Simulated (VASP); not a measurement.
# CaSe (F-43m) in VASP: further runs

CaSe is run at these levels: PBE; tasks: single point, relaxation of cell and atoms.

Program: VASP 6.6.1. These are calculated values, not measurements. Logs are shortened: lines on timing, memory, paths and dates and some standing lists are left out, and cuts for length are marked.

## (1) The cell of the first run

The structure is cubic, space group F-43m (No. 216). Conventional cell: a = 6.588 Å, b = 6.588 Å, c = 6.588 Å, α = 90.00°, β = 90.00°, γ = 90.00°. Within 3.8 Å of Ca (site symmetry -43m) lie 4 Se at 2.85 Å. Se (site symmetry -43m) has 4 Ca at 2.85 Å within 3.8 Å.

## (2) Single point, PBE

The input, INCAR:

```
ALGO = Normal
EDIFF = 1E-6
ENCUT = 520
GGA = PE
ISIF = 2
ISMEAR = 0
LASPH = True
LCHARG = False
LREAL = False
LWAVE = False
NBANDS = 15
NELM = 60
PREC = Accurate
SIGMA = 0.02
```

The input, KPOINTS:

```
k-points
0
Gamma
  6 6 6
```

The input, POSCAR:

```
CaSe
1.0
    0.0000000000      3.2940774631      3.2940774631
    3.2940774631      0.0000000000      3.2940774631
    3.2940774631      3.2940774631      0.0000000000
Ca Se
1 1
Direct
    0.0000000000      0.0000000000      0.0000000000
    0.2500000000      0.2500000000      0.2500000000
```

Potentials or basis: VASP PAW PBE potentials, release 64 (Ca_sv, Se).

On the command line:

```bash
$ cat potpaw_PBE.64/Ca_sv/POTCAR potpaw_PBE.64/Se/POTCAR > POTCAR
$ mpirun -np 1 vasp_std > vasp.out
```

OUTCAR:

```text
EDIFF = 1E-6
   ENCUT = 520
   GGA = PE
   ISIF = 2
   ISMEAR = 0
   LASPH = True
   LREAL = False
   NELM = 60
   PREC = Accurate

 ion  position               nearest neighbor table
   1  0.000  0.000  0.000-   2 2.85   2 2.85   2 2.85   2 2.85
   2  0.250  0.250  0.250-   1 2.85   1 2.85   1 2.85   1 2.85

  LATTYP: Found a face centered cubic cell.
 ALAT       =     6.5881549262

  Lattice vectors:

 A1 = (   0.0000000000,   3.2940774631,   3.2940774631)
 A2 = (   3.2940774631,   0.0000000000,   3.2940774631)
 A3 = (   3.2940774631,   3.2940774631,   0.0000000000)

Analysis of symmetry for initial positions (statically):
=====================================================================
 Subroutine PRICEL returns:
 Original cell was already a primitive cell.

 Routine SETGRP: Setting up the symmetry group for a
 face centered cubic supercell.

 Subroutine GETGRP returns: Found 24 space group operations
 (whereof 24 operations were pure point group operations)
 out of a pool of 48 trial point group operations.

The static configuration has the point symmetry T_d .

Analysis of symmetry for dynamics (positions and initial velocities):
=====================================================================
 Subroutine PRICEL returns:
 Original cell was already a primitive cell.

 Routine SETGRP: Setting up the symmetry group for a
 face centered cubic supercell.

 Subroutine GETGRP returns: Found 24 space group operations
 (whereof 24 operations were pure point group operations)
 out of a pool of 48 trial point group operations.

The dynamic configuration has the point symmetry T_d .

 Subroutine INISYM returns: Found 24 space group operations
 (whereof 24 operations are pure point group operations),
 and found     1 'primitive' translations

----------------------------------------------------------------------------------------

                                     Primitive cell

  volume of cell :      71.4877

  direct lattice vectors                    reciprocal lattice vectors
     0.000000000  3.294077463  3.294077463    -0.151787566  0.151787566  0.151787566
     3.294077463  0.000000000  3.294077463     0.151787566 -0.151787566  0.151787566
     3.294077463  3.294077463  0.000000000     0.151787566  0.151787566 -0.151787566

  length of vectors
     4.658529024  4.658529024  4.658529024     0.262903776  0.262903776  0.262903776
[... 80 lines left out ...]
   POTIM  = 0.5000    time-step for ionic-motion
   TEBEG  =    0.0;   TEEND  =   0.0 temperature during run
   PSTRESS=    0.0 pullay stress
   NELECT =      16.0000    total number of electrons
   NUPDOWN=      -1.0000    fix difference up-down
   EMIN   =  10.00;   EMAX   =-10.00  energy-range for DOS
   EFERMI =   0.00;   METHOD = LEGACY
   ISMEAR =     0;   SIGMA  =   0.02  broadening in eV -4-tet -1-fermi 0-gaus
   EFERMI_NEDOS =   21; number of points for ismear=-14 and -15
   IALGO  =     38    algorithm
   IMIX   =      4    mixing-type and parameters
     AMIX     =   0.40;   BMIX     =  1.00
     AMIX_MAG =   1.60;   BMIX_MAG =  1.00
  volume/ion in A,a.u.               =      35.74       241.21
  Fermi-wavevector in a.u.,A,eV,Ry     =   0.993965  1.878321 13.442095  0.987966
  Thomas-Fermi vector in A             =   2.125883
   LORBIT       =      0    0 simple, 1 ext, 2 COOP (PROOUT), +10 PAW based schemes
   GGA     = PE    functional components
   LHFCALC =     F    Hartree Fock is set to
   AEXX    =    0.0000 exact exchange contribution
   IVDW    =     0    specifies the selected vdW correction
   LEPSILON=     F    determine dielectric tensor
   LRPA    =     F    only Hartree local field effects (RPA)
 non-spin polarized calculation
 Gauss-broadening in eV      SIGMA  =   0.02
  energy-cutoff  :      520.00
  volume of cell :       71.49
 maximum number of plane-waves:      1964
 NGX is ok and might be reduce to    36
   NGX = 17   NGY = 17   NGZ = 17

 number of electron      16.0000002 magnetization

 Free energy of the ion-electron system (eV)
  ---------------------------------------------------
  ext. energy  EPLUGINS =         0.00000000
  ---------------------------------------------------
  free energy    TOTEN  =        -8.96979438 eV

  energy without entropy =       -8.96979438  energy(sigma->0) =       -8.96979438

 E-fermi :  -0.1711     XC(G=0):  -7.5717

 val. band max:       -0.3565075898   @ k =  -0.3333   0.1667   0.0000
 cond. band min:       2.8089618758   @ k =   0.0000   0.0000   0.0000
 fundamental gap:      3.1654694656
 Fermi energy:        -0.1710974932

 k-point     1 :       0.0000    0.0000    0.0000
  band No.  band energies     occupation
      1     -39.4688      2.00000
      2     -20.4826      2.00000
      3     -20.4826      2.00000
      4     -20.4826      2.00000
      5     -10.6673      2.00000
      6      -0.4452      2.00000
      7      -0.4452      2.00000
      8      -0.4452      2.00000
      9       2.8090      0.00000
     10       4.9935      0.00000
     11       4.9935      0.00000
     12       6.9719      0.00000
     13       6.9719      0.00000
     14       6.9719      0.00000
[... 257 lines left out ...]
      2     -20.5229      2.00000
      3     -20.4990      2.00000
      4     -20.4951      2.00000
      5     -10.3375      2.00000
      6      -1.3258      2.00000
      7      -0.7413      2.00000
      8      -0.4405      2.00000
      9       3.3559      0.00000
     10       4.6039      0.00000
     11       5.5115      0.00000
     12       5.7900      0.00000
     13       6.2657      0.00000
     14       7.8810      0.00000
     15       8.7046      0.00000

------------------------ aborting loop because EDIFF is reached ----------------------------------------

  FORCE on cell =-STRESS in cart. coord.  units (eV):
  Direction    XX          YY          ZZ          XY          YZ          ZX
  --------------------------------------------------------------------------------------
  -------------------------------------------------------------------------------------
  Total        0.0466544      0.0466544      0.0466544      0.0000000      0.0000000     -0.0000000
  in kB        1.0456147      1.0456147      1.0456147      0.0000000      0.0000000     -0.0000000
  external PRESSURE =       1.0456147 kB  Pullay stress =       0.0000000 kB

 VOLUME and BASIS-vectors are now :
 -----------------------------------------------------------------------------
  energy-cutoff  :      520.00
  volume of cell :       71.49
      direct lattice vectors                 reciprocal lattice vectors
     0.000000000  3.294077463  3.294077463    -0.151787566  0.151787566  0.151787566
     3.294077463  0.000000000  3.294077463     0.151787566 -0.151787566  0.151787566
     3.294077463  3.294077463  0.000000000     0.151787566  0.151787566 -0.151787566

 POSITION                                       TOTAL-FORCE (eV/Angst)
 -----------------------------------------------------------------------------------
      0.00000      0.00000      0.00000         0.000000      0.000000      0.000000
      1.64704      1.64704      1.64704        -0.000000     -0.000000     -0.000000
 -----------------------------------------------------------------------------------
    total drift:                                0.000000      0.000000      0.000000

  FREE ENERGIE OF THE ION-ELECTRON SYSTEM (eV)
  ---------------------------------------------------
  free  energy   TOTEN  =        -8.9697943766 eV

  energy  without entropy=       -8.9697943766  energy(sigma->0) =       -8.96979438
```

OSZICAR:

```text
N       E                     dE             d eps       ncg     rms          rms(c)
DAV:   1     0.110898329132E+03    0.11090E+03   -0.71383E+03   480   0.936E+02
DAV:   2    -0.358669496508E+01   -0.11449E+03   -0.10873E+03   606   0.234E+02
DAV:   3    -0.910262328630E+01   -0.55159E+01   -0.54777E+01   708   0.488E+01
DAV:   4    -0.939810355155E+01   -0.29548E+00   -0.29526E+00   672   0.927E+00
DAV:   5    -0.940069167391E+01   -0.25881E-02   -0.25880E-02   665   0.957E-01    0.438E+00
DAV:   6    -0.899784190232E+01    0.40285E+00   -0.53070E-01   564   0.315E+00    0.252E+00
DAV:   7    -0.895571416743E+01    0.42128E-01   -0.22285E-01   641   0.244E+00    0.104E+00
DAV:   8    -0.896850383663E+01   -0.12790E-01   -0.29739E-02   550   0.130E+00    0.209E-01
DAV:   9    -0.896867734975E+01   -0.17351E-03   -0.24565E-03   620   0.410E-01    0.110E-01
DAV:  10    -0.896963915436E+01   -0.96180E-03   -0.85326E-04   550   0.162E-01    0.296E-02
DAV:  11    -0.896978910054E+01   -0.14995E-03   -0.25164E-04   599   0.905E-02    0.120E-02
DAV:  12    -0.896979057738E+01   -0.14768E-05   -0.12556E-05   571   0.189E-02    0.344E-03
DAV:  13    -0.896979444404E+01   -0.38667E-05   -0.70538E-06   592   0.123E-02    0.341E-03
DAV:  14    -0.896979437665E+01    0.67391E-07   -0.13451E-07   520   0.205E-03
   1 F= -.89697944E+01 E0= -.89697944E+01  d E =-.598649E-40
```

stdout:

```text
POSCAR found type information on POSCAR CaSe
 POSCAR found :  2 types and       2 ions
 scaLAPACK will be used
 LDA part: xc-table for (Slater+PW92), standard interpolation
 POSCAR, INCAR and KPOINTS ok, starting setup
 FFT: planning ... GRIDC
 FFT: planning ... GRID_SOFT
 FFT: planning ... GRID
 WAVECAR not read
 entering main loop
```

It took 14 s on 1 thread of Intel Xeon Platinum 8488C (Sapphire Rapids), shared host; peak memory 0.21 GiB.

Results:

- Free energy: -8.9698 eV
- Pressure: 0.1 GPa
- Band gap on the k mesh: 3.17 eV, indirect (least direct gap 3.25 eV)

A k mesh can miss the band edges.

## (3) Relaxation of cell and atoms, PBE

The input, INCAR:

```
ALGO     = Normal         # electronic algorithm
EDIFF    = 1E-6           # SCF threshold, eV
EDIFFG   = -0.01          # ionic threshold
ENCUT    = 600            # plane-wave cutoff, eV
GGA      = PE             # functional
IBRION   = 2              # ionic algorithm
ISIF     = 3              # what is computed and relaxed
ISMEAR   = 0              # smearing method
LASPH    = True           # aspherical terms in the spheres
LCHARG   = False          # write CHGCAR
LREAL    = False          # projectors in reciprocal space
LWAVE    = False          # write WAVECAR
NELM     = 80             # most SCF steps
NSW      = 80             # ionic steps
PREC     = Accurate       # precision mode
SIGMA    = 0.02           # smearing width, eV
```

KPOINTS is that of step 2.

POSCAR is that of step 2.

Potentials or basis: VASP PAW PBE potentials, release 64 (Ca_sv, Se).

On the command line:

```bash
$ cat potpaw_PBE.64/Ca_sv/POTCAR potpaw_PBE.64/Se/POTCAR > POTCAR
$ mpirun -np 1 vasp_std > vasp.out
```

It took 23 s on 1 thread of Intel Xeon Platinum 8488C (Sapphire Rapids), shared host; peak memory 0.23 GiB.

Results (log left out):

| Quantity | Value |
| --- | --- |
| Free energy | -8.9702 eV |
| Relaxed volume | 35.88 Å³/atom |
| Relaxed cell | a = 4.665 Å, b = 4.665 Å, c = 4.665 Å, α = 60.00°, β = 60.00°, γ = 60.00° |
| Space group after relaxing (to 0.05 Å) | F-43m (No. 216) |
| Energy gained by relaxing | 0.0 meV/atom |
| Ionic steps | 2 |
| Pressure after relaxing | 0.0 GPa |
| Band gap on the k mesh | 3.15 eV, indirect (least direct gap 3.24 eV) |

Final structure:
```yaml
crystal:
  lattice:
    - [0.00000, 3.29837, 3.29837]
    - [3.29837, 0.00000, 3.29837]
    - [3.29837, 3.29837, 0.00000]
  atoms:
    - { symbol: Ca, position: [0.00000, 0.00000, 0.00000] }
    - { symbol: Se, position: [0.25000, 0.25000, 0.25000] }
```

Levels at points of the mesh, in eV from the valence-band top:
| k point | band 4 | band 5 | band 6 | band 7 | band 8 | band 9 | band 10 | band 11 | band 12 |
| --- | --- | --- | --- | --- | --- | --- | --- | --- | --- |
| (0.00, 0.00, 0.00) | -20.14 | -10.31 | -0.09 | -0.09 | -0.09 | 3.15 | 5.34 | 5.34 | 7.31 |
| (0.50, 0.00, 0.00) | -20.15 | -10.06 | -1.20 | -0.01 | -0.01 | 5.05 | 5.45 | 5.45 | 5.77 |
| (0.50, 0.50, 0.00) | -20.15 | -9.98 | -1.22 | -0.04 | -0.04 | 3.54 | 4.95 | 6.05 | 6.06 |

A k mesh can miss the band edges.
